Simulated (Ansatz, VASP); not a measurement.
**Ge: VASP beside Ansatz**

Contents of INCAR:

```
PREC = Accurate
ENCUT = 520
EDIFF = 1E-6
ISMEAR = 0
SIGMA = 0.1
LREAL = F
LASPH = T
NELM = 60
ALGO = Normal
ISIF = 2
LWAVE = F
LCHARG = F
LDIPOL = T
IDIPOL = 3
DIPOL = 0.5 0.5 0.368
GGA = PE
IVDW = 12
NBANDS = 36
```

File KPOINTS:

```
regular mesh
0
Gamma
  9 9 1
```

The input POSCAR:

```
Ge
1.0
    4.0226895311      0.0000000000      0.0000000000
   -2.0113447656      3.4837513255      0.0000000000
    0.0000000000      0.0000000000     18.8685220517
Ge
4
Direct
    0.3333333333      0.6666666667      0.2747571332
    0.6666666667      0.3333333333      0.2384924472
    0.8888888889      0.1111111111      0.4965159447
    0.5555555556      0.4444444444      0.4602512588
```

Input for Ansatz:

```yaml
crystal:
  lattice:
    - [4.0226895311, 0.0, 0.0]
    - [-2.0113447656, 3.4837513255, 0.0]
    - [0.0, 0.0, 18.8685220517]
  atoms:
    - { symbol: Ge, position: [0.3333333333, 0.6666666667, 0.2747571332] }
    - { symbol: Ge, position: [0.6666666667, 0.3333333333, 0.2384924472] }
    - { symbol: Ge, position: [0.8888888889, 0.1111111111, 0.4965159447] }
    - { symbol: Ge, position: [0.5555555556, 0.4444444444, 0.4602512588] }
basis:
  ecutwfc: 420
kpoints:
  mp_grid: { grid: [9, 9, 1] }
hamiltonian:
  xc: pbe
  pseudopotentials: { kind: paw, azcp: { folder: soft_1 } }
  dispersion: d3bj
scf:
  occupations: { method: gaussian, width: 0.1 }
output:
  forces: true
  eigenvalues: true
efield:
  axis: 3
  dipole_correction: true
  ramp_width: 0.04
```

Alike in both runs: task single point; functional PBE; dispersion D3(BJ); k mesh 9 × 9 × 1; occupations gaussian, width 0.1 eV; no spin polarisation.

```csv
,VASP,Ansatz
version,VASP 6.6.1,Ansatz 0.2.0
potentials or method,"VASP PAW PBE potentials, release 64 (Ge_d), cutoff 520 eV","scalar-relativistic, plane waves, PAW"
valence electrons in the cell,56,56
```

```tsv
	VASP	Ansatz	Ansatz less VASP
gap on the k mesh at the Fermi level (eV)	0.44	0.44	0.000
least direct gap on the mesh (eV)	0.44	0.44	0.000
rms of the force components (eV/Å)	0.100	0.100	-0.0001
```

Atom by atom the forces differ by 0.001 eV/Å (rms over components).
